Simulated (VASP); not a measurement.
Wanted: the native input for a VASP 6.6.1 run.

```
Task                   : single point
Functional             : PBE
Potentials or basis    : VASP PAW PBE potentials, release 64 (H)
Cutoff                 : 520 eV
k mesh                 : 8 × 8 × 22
Occupations            : gaussian, width 0.1 eV
Spin                   : no spin polarisation
Dipole correction      : no
Further INCAR settings : ALGO = Normal; EDIFF = 1e-07; NBANDS = 6
```

The structure of H lies in POSCAR:

```
H
1.0
    2.8389322946      0.0000000000      0.0000000000
    0.0000000000      2.8389322946      0.0000000000
    0.0000000000      0.0000000000      1.0505405791
H
1
Direct
    0.0000000000      0.0000000000      0.5000000000
```

The input as run:

INCAR

```
  ALGO = Normal
  EDIFF = 1E-7
  ENCUT = 520
  GGA = PE
  ISIF = 2
  ISMEAR = 0
  LASPH = T
  LCHARG = F
  LREAL = F
  LWAVE = F
  NBANDS = 6
  NELM = 80
  PREC = Accurate
  SIGMA = 0.1
```

KPOINTS

```
k-points
0
Gamma
  8 8 22
```

Potentials or basis: VASP PAW PBE potentials, release 64 (H).

Run with:

```bash
$ cat potpaw_PBE.64/H/POTCAR > POTCAR
$ mpirun -np 1 vasp_std > vasp.out
```

Results of the run:

- Pressure: -4.6 GPa

It took 3.6 s on 1 thread of AMD EPYC 9R45 96-Core Processor (Zen 5), on a shared host, peak memory 0.08 GiB.
